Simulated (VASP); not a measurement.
Wanted: the native input for a VASP 6.6.1 run.

- Task: relaxation of cell and atoms
- Functional: PBEsol
- Potentials or basis: VASP PAW PBE potentials, release 64 (As, B)
- Cutoff: 600 eV
- k mesh: 10 × 10 × 10
- Occupations: fermi-dirac, width 0.05 eV
- Spin: no spin polarisation
- Target pressure: 30 GPa
- Dipole correction: no
- Further INCAR settings: ALGO = Normal; EDIFF = 1e-06; IBRION = 2; EDIFFG = -0.01; NSW = 60; ISIF = 3

The structure of BAs lies in POSCAR:

```
BAs
1.0
    0.0000000000      2.3885000000      2.3885000000
    2.3885000000      0.0000000000      2.3885000000
    2.3885000000      2.3885000000      0.0000000000
As B
1 1
Direct
    0.7500000000      0.7500000000      0.7500000000
    0.0000000000      0.0000000000      0.0000000000
```

The input as run:

INCAR

```
SYSTEM = BAs
ALGO = Normal ; EDIFF = 1E-6
EDIFFG = -0.01 ; ENCUT = 600
GGA = PS ; IBRION = 2
ISIF = 3 ; ISMEAR = -1
LASPH = .TRUE. ; LCHARG = .FALSE.
LREAL = .FALSE. ; LWAVE = .FALSE.
NELM = 60 ; NSW = 60
PREC = Accurate ; PSTRESS = 300.0
SIGMA = 0.05
```

KPOINTS

```
k-points
0
G
  10 10 10
  0 0 0
```

Potentials or basis: VASP PAW PBE potentials, release 64 (As, B).

Command:

```bash
$ cat potpaw_PBE.64/As/POTCAR potpaw_PBE.64/B/POTCAR > POTCAR
$ mpirun -np 1 vasp_std > vasp.out
```

It gave:

* Relaxed volume: 11.67 Å³/atom
* Relaxed cell: a = 3.208 Å, b = 3.208 Å, c = 3.208 Å, α = 60.00°, β = 60.00°, γ = 60.00°
* Space group after relaxing (to 0.1 Å): F-43m (No. 216)
* Energy change on relaxing (the run minimises the enthalpy): +161.1 meV/atom
* Ionic steps: 7
* Pressure after relaxing: 30.0 GPa
* Band gap on the k mesh: 0.91 eV (least direct gap 3.46 eV)

Caveat: the cell is relaxed towards a set pressure, so the run minimises the enthalpy, not the energy; the PAW data sets were made with another functional, which shifts forces and pressure a little.

Wall time 78 s on 1 thread of Intel(R) Xeon(R) Platinum 8259CL CPU @ 2.50GHz (Skylake/Cascade Lake) (shared host), peak memory 0.17 GiB.
